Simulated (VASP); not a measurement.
Set up this calculation in VASP 6.6.1, as the native input.

| Quantity | Value |
| --- | --- |
| Task | single point |
| Functional | PBEsol |
| Potentials or basis | VASP PAW PBE potentials, release 64 (Al, Ni) |
| Cutoff | 520 eV |
| k mesh | 8 × 8 × 10 |
| Occupations | gaussian, width 0.15 eV |
| Spin | no spin polarisation |
| Dipole correction | no |
| Further INCAR settings | ALGO = Fast; EDIFF = 1e-06; NBANDS = 40 |

The structure of Al3Ni5 lies in POSCAR:

```
Al3Ni5
1.0
    3.2933322733     -3.6919375996      0.0000000000
    3.2933322733      3.6919375996      0.0000000000
    0.0000000000      0.0000000000      3.5343368404
Al Ni
3 5
Direct
    0.5000000000      0.5000000000      0.0000000000
    0.7796888788      0.2203111212      0.5000000000
    0.2203111212      0.7796888788      0.5000000000
    0.0000000000      0.0000000000      0.0000000000
    0.0000000000      0.5000000000      0.0000000000
    0.5000000000      0.0000000000      0.0000000000
    0.2762373070      0.2762373070      0.5000000000
    0.7237626930      0.7237626930      0.5000000000
```

This cell differs from its parent crystal: strain +0.000 along x and y, -0.050 along z.

The input as run:

INCAR

```
SYSTEM = Al3Ni5
PREC = Accurate ; ENCUT = 520
EDIFF = 1E-6 ; ISMEAR = 0
SIGMA = 0.15 ; LREAL = .False.
LASPH = .True. ; NELM = 60
ALGO = Fast ; ISIF = 2
LWAVE = .False. ; LCHARG = .True.
GGA = PS ; LELF = .True.
LVHAR = .True. ; NBANDS = 40
```

KPOINTS

```
Automatic mesh
0
Gamma
  8 8 10
  0 0 0
```

Potentials or basis: VASP PAW PBE potentials, release 64 (Al, Ni).

Launch:

```console
$ cat potpaw_PBE.64/Al/POTCAR potpaw_PBE.64/Ni/POTCAR > POTCAR
$ mpirun -np 1 vasp_std > vasp.out
```

It gave:

```yaml
Pressure: 11.2 GPa
Largest_force: 0.275 eV/Å
```

Caveat: the cell differs from its parent crystal (strain +0.000 along x and y, -0.050 along z); the PAW data sets were made with another functional, which shifts forces and pressure a little.

Wall time 7.9 min on 1 thread of Intel Xeon 6975P-C, with other jobs on the host, peak memory 0.44 GiB.
